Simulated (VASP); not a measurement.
Input of a VASP 6.6.1 run:

File INCAR:

```
PREC = Accurate ; ENCUT = 500
EDIFF = 1E-6 ; ISMEAR = 0
SIGMA = 0.1 ; LREAL = False
LASPH = True ; NELM = 200
ALGO = Normal ; ISIF = 2
LWAVE = False ; LCHARG = False
ISPIN = 2 ; MAGMOM = 0.27 0.27 4.13 4.13 4.13 4.13
LORBIT = 11 ; NUPDOWN = 17.5
LMAXMIX = 4 ; GGA = PE
NBANDS = 50 ; GGA_COMPAT = False
```

File KPOINTS:

```
Automatic mesh
0
Gamma
  8 8 8
```

Contents of POSCAR:

```
YMn2
1.0
    0.0000000000      3.8300000000      3.8300000000
    3.8300000000      0.0000000000      3.8300000000
    3.8300000000      3.8300000000      0.0000000000
Y Mn
2 4
Direct
    0.5000000000      0.5000000000      0.5000000000
    0.7500000000      0.7500000000      0.7500000000
    0.1250000000      0.1250000000      0.1250000000
    0.6250000000      0.1250000000      0.1250000000
    0.1250000000      0.1250000000      0.6250000000
    0.1250000000      0.6250000000      0.1250000000
```

Potentials or basis: VASP PAW PBE potentials, release 64 (Y_sv, Mn_pv).

Launch:

```console
$ cat potpaw_PBE.64/Y_sv/POTCAR potpaw_PBE.64/Mn_pv/POTCAR > POTCAR
$ mpirun -np 1 vasp_std > vasp.out
```

Q: What does it give for the pressure?

A: 10.8 GPa.

Caveat: the cell stands under pressure; the total moment is fixed, so each spin has its own Fermi level.
